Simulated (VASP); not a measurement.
A run of VASP 6.6.1:

Contents of INCAR:

```
SYSTEM = HgTe
ALGO     = Normal         ! electronic algorithm
EDIFF    = 1E-6           ! SCF threshold, eV
ENCUT    = 520            ! plane-wave cutoff, eV
GGA      = PS             ! functional
ISIF     = 2              ! what is computed and relaxed
ISMEAR   = 0              ! smearing method
LASPH    = .TRUE.         ! aspherical terms in the spheres
LCHARG   = .FALSE.        ! write CHGCAR
LREAL    = .FALSE.        ! projectors in reciprocal space
LWAVE    = .FALSE.        ! write WAVECAR
NBANDS   = 26             ! bands
NELM     = 80             ! most SCF steps
PREC     = Accurate       ! precision mode
SIGMA    = 0.15           ! smearing width, eV
```

KPOINTS

```
k-points
0
G
  12 12 8
  0 0 0
```

File POSCAR:

```
HgTe
1.0
    2.9995453784     -3.0001352822      0.0000000000
    2.9995453784      3.0001352822      0.0000000000
    0.0000000000      0.0000000000      6.0086701413
Hg Te
2 2
Direct
    0.2498182349      0.7501817651      0.7500000000
    0.7501817651      0.2498182349      0.2500000000
    0.7498667075      0.2501332925      0.7500000000
    0.2501332925      0.7498667075      0.2500000000
```

Potentials or basis: VASP PAW PBE potentials, release 64 (Hg, Te).

Command:

```sh
$ cat potpaw_PBE.64/Hg/POTCAR potpaw_PBE.64/Te/POTCAR > POTCAR
$ mpirun -np 1 vasp_std > vasp.out
```

Hardware: 1 thread of Intel(R) Xeon(R) 6975P-C (Granite Rapids), with other jobs on the host.

Problem. How long does it take, and how much memory?

Solution. Wall time 2.4 min on 1 thread of Intel(R) Xeon(R) 6975P-C (Granite Rapids), with other jobs on the host, peak memory 0.61 GiB. Counts: scf iterations 13, k points 215.
